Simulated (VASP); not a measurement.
# Ti (P6_3/mmc) in VASP: further runs

Ti is run at these levels: r2SCAN; tasks: single point.

Everything below comes from runs of VASP 6.6.1. Logs are shortened: lines on timing, memory, paths and dates and some standing lists are left out, and cuts for length are marked.

## (1) The cell of the first run

It takes space group P6_3/mmc (No. 194, hexagonal). The conventional cell has a = 2.936 Å, b = 2.936 Å, c = 4.642 Å, α = 90.00°, β = 90.00°, γ = 120.00°. Within 3.8 Å of Ti (site symmetry -6m2) lie 12 Ti at 2.87 to 2.94 Å.

## (2) Single point, r2SCAN

POSCAR

```
Ti
1.0
    2.9358559450      0.0000000000      0.0000000000
   -1.4679279725      2.5425258302      0.0000000000
    0.0000000000      0.0000000000      4.6416239698
Ti
2
Direct
    0.3333333333      0.6666666667      0.2500000000
    0.6666666667      0.3333333333      0.7500000000
```

INCAR.step1

```
ALGO = Normal
EDIFF = 1E-4
ENCUT = 520
GGA = PE
ISMEAR = -1
LASPH = T
LCHARG = F
LREAL = F
LWAVE = T
NBANDS = 19
NELM = 100
PREC = Accurate
SIGMA = 0.1
```

INCAR.step2

```
ALGO = Normal
EDIFF = 1E-6
ENCUT = 520
ISIF = 2
ISMEAR = -1
ISTART = 1
LASPH = T
LCHARG = T
LELF = T
LMIXTAU = T
LREAL = F
LVHAR = T
LWAVE = F
METAGGA = R2SCAN
NBANDS = 19
NELM = 100
PREC = Accurate
SIGMA = 0.1
```

KPOINTS

```
k-points
0
Gamma
  12 12 7
```

Potentials or basis: VASP PAW PBE potentials, release 64 (Ti_sv).

On the command line:

```console
cat potpaw_PBE.64/Ti_sv/POTCAR > POTCAR
cp INCAR.step1 INCAR
mpirun -np 1 vasp_std > vasp.out
cp INCAR.step2 INCAR
mpirun -np 1 vasp_std > vasp.out
```

OUTCAR:

```text
EDIFF = 1E-6
   ENCUT = 520
   ISIF = 2
   ISMEAR = -1
   ISTART = 1
   LASPH = T
   LREAL = F
   METAGGA = R2SCAN
   NELM = 100
   PREC = Accurate

 ion  position               nearest neighbor table
   1  0.333  0.667  0.250-   2 2.87   2 2.87   2 2.87   2 2.87   2 2.87   2 2.87
   2  0.667  0.333  0.750-   1 2.87   1 2.87   1 2.87   1 2.87   1 2.87   1 2.87

  LATTYP: Found a hexagonal cell.
 ALAT       =     2.9358559450
 C/A-ratio  =     1.5810121671

  Lattice vectors:

 A1 = (   2.9358559450,   0.0000000000,   0.0000000000)
 A2 = (  -1.4679279725,   2.5425258302,   0.0000000000)
 A3 = (   0.0000000000,   0.0000000000,   4.6416239698)

Analysis of symmetry for initial positions (statically):
=====================================================================
 Subroutine PRICEL returns:
 Original cell was already a primitive cell.

 Routine SETGRP: Setting up the symmetry group for a
 hexagonal supercell.

 Subroutine GETGRP returns: Found 24 space group operations
 (whereof 12 operations were pure point group operations)
 out of a pool of 24 trial point group operations.

The static configuration has the point symmetry D_3d.
 The point group associated with its full space group is D_6h.

Analysis of symmetry for dynamics (positions and initial velocities):
=====================================================================
 Subroutine PRICEL returns:
 Original cell was already a primitive cell.

 Routine SETGRP: Setting up the symmetry group for a
 hexagonal supercell.

 Subroutine GETGRP returns: Found 24 space group operations
 (whereof 12 operations were pure point group operations)
 out of a pool of 24 trial point group operations.

The dynamic configuration has the point symmetry D_3d.
 The point group associated with its full space group is D_6h.

 Subroutine INISYM returns: Found 24 space group operations
 (whereof 12 operations are pure point group operations),
 and found     1 'primitive' translations

----------------------------------------------------------------------------------------

                                     Primitive cell

  volume of cell :      34.6474

  direct lattice vectors                    reciprocal lattice vectors
     2.935855945  0.000000000  0.000000000     0.340616167  0.196654836  0.000000000
    -1.467927973  2.542525830  0.000000000     0.000000000  0.393309672  0.000000000
     0.000000000  0.000000000  4.641623970     0.000000000  0.000000000  0.215441838

  length of vectors
     2.935855945  2.935855945  4.641623970     0.393309672  0.393309672  0.215441838

  position of ions in fractional coordinates (direct lattice)
     0.333333333  0.666666667  0.250000000
     0.666666667  0.333333333  0.750000000

  ion indices of the primitive-cell ions
   primitive index   ion index
                 1           1
                 2           2

----------------------------------------------------------------------------------------

 KPOINTS: k-points

Automatic generation of k-mesh.
 Grid dimensions read from file:
 generate k-points for:   12   12    7

 Generating k-lattice:

  Cartesian coordinates                     Fractional coordinates (reciprocal lattice)
     0.028384681  0.016387903  0.000000000     0.083333333  0.000000000  0.000000000
     0.000000000  0.032775806  0.000000000     0.000000000  0.083333333  0.000000000
     0.000000000  0.000000000  0.030777405     0.000000000  0.000000000  0.142857143

  Length of vectors
     0.032775806  0.032775806  0.030777405

  Shift w.r.t. Gamma in fractional coordinates (k-lattice)
     0.000000000  0.000000000  0.000000000

 Subroutine IBZKPT returns following result:
 ===========================================

 Found     76 irreducible k-points:

 Following reciprocal coordinates:
            Coordinates               Weight
  0.000000  0.000000  0.000000      1.000000
  0.083333  0.000000  0.000000      6.000000
  0.166667 -0.000000  0.000000      6.000000
  0.250000 -0.000000  0.000000      6.000000
  0.333333  0.000000  0.000000      6.000000
  0.416667 -0.000000  0.000000      6.000000
[... 16 lines left out ...]
  0.250000 -0.000000  0.142857     12.000000
  0.333333  0.000000  0.142857     12.000000
 [... further k-points ...]
   k-points           NKPTS =     76   k-points in BZ     NKDIM =     76   number of bands    NBANDS=     19
   number of dos      NEDOS =    301   number of ions     NIONS =      2
   total plane-waves  NPLWV =  20736
   dimension x,y,z NGX =    24 NGY =   24 NGZ =   36
   dimension x,y,z NGXF=    48 NGYF=   48 NGZF=   72
   ions per type =               2
   NGX,Y,Z   is equivalent  to a cutoff of  13.59, 13.59, 12.89 a.u.
   NGXF,Y,Z  is equivalent  to a cutoff of  27.18, 27.18, 25.79 a.u.
 SYSTEM =  unknown system
   PREC   = accura    normal or accurate (medium, high low for compatibility)
   ISTART =      1    job   : 0-new  1-cont  2-samecut
   ICHARG =      0    charge: 1-file 2-atom 10-const
   ISPIN  =      1    spin polarized calculation?
   LNONCOLLINEAR =      F non collinear calculations
   LSORBIT =      F    spin-orbit coupling
   LASPH  =      T    aspherical Exc in radial PAW
   ENCUT  =  520.0 eV  38.22 Ry    6.18 a.u.   5.46  5.46  8.63*2*pi/ulx,y,z
   NELM   =    100;   NELMIN=  2; NELMDL=  0     # of ELM steps
   EDIFF  = 0.1E-05   stopping-criterion for ELM
   LREAL  =      F    real-space projection
   EDIFFG = 0.1E-04   stopping-criterion for IOM
   NSW    =      0    number of steps for IOM
   IBRION =     -1    ionic relax: 0-MD 1-quasi-New 2-CG
   NFREE  =      0    steps in history (QN), initial steepest desc. (CG)
   ISIF   =      2    stress and relaxation
   ISYM   =      2    0-nonsym 1-usesym 2-fastsym
   POTIM  = 0.5000    time-step for ionic-motion
   TEBEG  =    0.0;   TEEND  =   0.0 temperature during run
   PSTRESS=    0.0 pullay stress
   NELECT =      24.0000    total number of electrons
   NUPDOWN=      -1.0000    fix difference up-down
   EMIN   =  10.00;   EMAX   =-10.00  energy-range for DOS
   EFERMI =   0.00;   METHOD = LEGACY
   ISMEAR =    -1;   SIGMA  =   0.10  broadening in eV -4-tet -1-fermi 0-gaus
   EFERMI_NEDOS =   21; number of points for ismear=-14 and -15
   IALGO  =     38    algorithm
   IMIX   =      4    mixing-type and parameters
     AMIX     =   0.40;   BMIX     =  1.00
     AMIX_MAG =   1.60;   BMIX_MAG =  1.00
  volume/ion in A,a.u.               =      17.32       116.91
  Fermi-wavevector in a.u.,A,eV,Ry     =   1.448511  2.737289 28.547540  2.098185
  Thomas-Fermi vector in A             =   2.566344
   LORBIT       =      0    0 simple, 1 ext, 2 COOP (PROOUT), +10 PAW based schemes
   METAGGA = R2SCAN    functional components
   LHFCALC =     F    Hartree Fock is set to
   AEXX    =    0.0000 exact exchange contribution
   IVDW    =     0    specifies the selected vdW correction
   LEPSILON=     F    determine dielectric tensor
   LRPA    =     F    only Hartree local field effects (RPA)
 non-spin polarized calculation
  energy-cutoff  :      520.00
  volume of cell :       34.65
 maximum number of plane-waves:       965
 NGX is ok and might be reduce to    24
   NGX = 11   NGY = 11   NGZ = 17

 number of electron      24.0000002 magnetization

 Free energy of the ion-electron system (eV)
  ---------------------------------------------------
  ext. energy  EPLUGINS =         0.00000000
  ---------------------------------------------------
  free energy    TOTEN  =       -25.93146311 eV

  energy without entropy =      -25.86670310  energy(sigma->0) =      -25.89908311

 E-fermi :   8.4087     XC(G=0): -12.4094

 val. band max:        8.3915289775   @ k =   0.0000   0.0000   0.2857
 cond. band min:       8.4093412329   @ k =   0.2500   0.2500   0.4286
 fundamental gap:      0.0178122554
 Fermi energy:         8.4086898365

 k-point     1 :       0.0000    0.0000    0.0000
  band No.  band energies     occupation
      1     -50.8025      2.00000
      2     -50.6565      2.00000
      3     -26.3651      2.00000
      4     -25.6969      2.00000
      5     -25.6968      2.00000
      6     -25.6193      2.00000
[... 11 lines left out ...]
     18      10.2526      0.00000
     19      11.8238      0.00000

 k-point     2 :       0.0833    0.0000    0.0000
  band No.  band energies     occupation
      1     -50.7952      2.00000
      2     -50.6537      2.00000
      3     -26.3490      2.00000
      4     -25.7295      2.00000
      5     -25.7078      2.00000
      6     -25.6264      2.00000
[... 11 lines left out ...]
     18      10.1380      0.00000
     19      11.8849      0.00000

 k-point     3 :       0.1667   -0.0000    0.0000
  band No.  band energies     occupation
      1     -50.7751      2.00000
      2     -50.6463      2.00000
      3     -26.3030      2.00000
      4     -25.8193      2.00000
      5     -25.7366      2.00000
      6     -25.7171      2.00000
[... 11 lines left out ...]
     18      10.3153      0.00000
     19      12.0123      0.00000

 k-point     4 :       0.2500   -0.0000    0.0000
  band No.  band energies     occupation
      1     -50.7463      2.00000
      2     -50.6376      2.00000
      3     -26.2338      2.00000
      4     -25.9434      2.00000
      5     -25.8366      2.00000
      6     -25.7743      2.00000
[... 11 lines left out ...]
     18      10.8462      0.00000
     19      12.1306      0.00000

 k-point     5 :       0.3333    0.0000    0.0000
  band No.  band energies     occupation
      1     -50.7150      2.00000
      2     -50.6311      2.00000
      3     -26.1526      2.00000
      4     -26.0687      2.00000
      5     -25.9515      2.00000
      6     -25.8106      2.00000
[... 11 lines left out ...]
     18      11.4428      0.00000
     19      12.2115      0.00000
[... 334 lines left out ...]
      2     -50.6607      2.00000
      3     -26.3155      2.00000
      4     -25.7235      2.00000
      5     -25.7023      2.00000
      6     -25.6775      2.00000
[... 11 lines left out ...]
     18      10.3815      0.00000
     19      11.8839      0.00000

 k-point    22 :       0.1667   -0.0000    0.1429
  band No.  band energies     occupation
      1     -50.7688      2.00000
      2     -50.6528      2.00000
      3     -26.2764      2.00000
      4     -25.8107      2.00000
      5     -25.7526      2.00000
      6     -25.7303      2.00000
[... 11 lines left out ...]
     18      10.4009      0.00000
     19      11.9852      0.00000

 k-point    23 :       0.2500   -0.0000    0.1429
  band No.  band energies     occupation
      1     -50.7409      2.00000
      2     -50.6430      2.00000
      3     -26.2222      2.00000
      4     -25.9278      2.00000
      5     -25.8646      2.00000
      6     -25.7670      2.00000
[... 11 lines left out ...]
     18      10.7945      0.00000
     19      12.0770      0.00000

 k-point    24 :       0.3333    0.0000    0.1429
  band No.  band energies     occupation
      1     -50.7108      2.00000
      2     -50.6353      2.00000
      3     -26.1827      2.00000
      4     -26.0267      2.00000
      5     -25.9696      2.00000
      6     -25.8025      2.00000
[... 11 lines left out ...]
     18      11.3453      0.00000
     19      12.1418      0.00000

 [... further k-points ...]
[... 5 lines left out ...]
  --------------------------------------------------------------------------------------
  -------------------------------------------------------------------------------------
  Total        0.0842880      0.0842880      0.0729887     -0.0000000      0.0000000      0.0000000
  in kB        3.8976812      3.8976812      3.3751749     -0.0000000      0.0000000      0.0000000
  external PRESSURE =       3.7235124 kB  Pullay stress =       0.0000000 kB

 VOLUME and BASIS-vectors are now :
 -----------------------------------------------------------------------------
  energy-cutoff  :      520.00
  volume of cell :       34.65
      direct lattice vectors                 reciprocal lattice vectors
     2.935855945  0.000000000  0.000000000     0.340616167  0.196654836  0.000000000
    -1.467927973  2.542525830  0.000000000     0.000000000  0.393309672  0.000000000
     0.000000000  0.000000000  4.641623970     0.000000000  0.000000000  0.215441838

 POSITION                                       TOTAL-FORCE (eV/Angst)
 -----------------------------------------------------------------------------------
     -0.00000      1.69502      1.16041         0.000000     -0.000000      0.000000
      1.46793      0.84751      3.48122        -0.000000      0.000000      0.000000
 -----------------------------------------------------------------------------------
    total drift:                                0.000000     -0.000000      0.000000

  FREE ENERGIE OF THE ION-ELECTRON SYSTEM (eV)
  ---------------------------------------------------
  free  energy   TOTEN  =       -25.9314631144 eV

  energy  without entropy=      -25.8667031009  energy(sigma->0) =      -25.89908311
```

Wall time 1.8 min (1 thread of Intel Xeon Platinum 8488C (Sapphire Rapids), shared host); peak memory 0.18 GiB.

Results:

| Item | Value |
| --- | --- |
| Free energy | -25.9315 eV |
| Pressure | 0.4 GPa |
| Band gap on the k mesh | zero (bands 12 and 13 overlap by 1.26 eV) |

Caveat: the PAW data sets were made with another functional, which shifts forces and pressure a little.

## (3) Single point, r2SCAN

POSCAR is that of step 2.

INCAR.step1

```
ALGO     = Normal         # electronic algorithm
EDIFF    = 1E-4           # SCF threshold, eV
ENCUT    = 520            # plane-wave cutoff, eV
GGA      = PE             # functional
ISMEAR   = -1             # smearing method
LASPH    = T              # aspherical terms in the spheres
LCHARG   = F              # write CHGCAR
LREAL    = F              # projectors in reciprocal space
LWAVE    = T              # write WAVECAR
NBANDS   = 19             # bands
NELM     = 100            # most SCF steps
PREC     = Accurate       # precision mode
SIGMA    = 0.1            # smearing width, eV
```

INCAR.step2

```
ALGO     = Normal         # electronic algorithm
EDIFF    = 1E-6           # SCF threshold, eV
ENCUT    = 520            # plane-wave cutoff, eV
ISIF     = 2              # what is computed and relaxed
ISMEAR   = -1             # smearing method
ISTART   = 1            
LASPH    = T              # aspherical terms in the spheres
LCHARG   = F              # write CHGCAR
LMIXTAU  = T            
LREAL    = F              # projectors in reciprocal space
LWAVE    = F              # write WAVECAR
METAGGA  = R2SCAN         # meta-GGA
NBANDS   = 19             # bands
NELM     = 100            # most SCF steps
PREC     = Accurate       # precision mode
SIGMA    = 0.1            # smearing width, eV
```

KPOINTS

```
k-points
0
Gamma
  20 20 11
```

Potentials or basis: VASP PAW PBE potentials, release 64 (Ti_sv).

On the command line:

```console
cat potpaw_PBE.64/Ti_sv/POTCAR > POTCAR
cp INCAR.step1 INCAR
mpirun -np 1 vasp_std > vasp.out
cp INCAR.step2 INCAR
mpirun -np 1 vasp_std > vasp.out
```

Wall time 6 min (1 thread of Intel Xeon Platinum 8488C (Sapphire Rapids), shared host); peak memory 0.27 GiB.

The run converged. Its results:

| Property | Result |
| --- | --- |
| Free energy | -25.9315 eV |
| Pressure | 0.4 GPa |
| Band gap on the k mesh | zero (bands 12 and 13 overlap by 1.26 eV) |

Levels at points of the mesh, in eV from the Fermi level:
```
           k point  band 9  band 10  band 11  band 12  band 13  band 14  band 15  band 16
(0.00, 0.00, 0.00)   -6.61    -2.85     0.60     0.88     0.88     1.01     1.42     1.42
(0.50, 0.00, 0.00)   -2.51    -2.27    -1.92    -0.83     0.63     0.73     1.30     3.57
```

Caveat: the PAW data sets were made with another functional, which shifts forces and pressure a little.
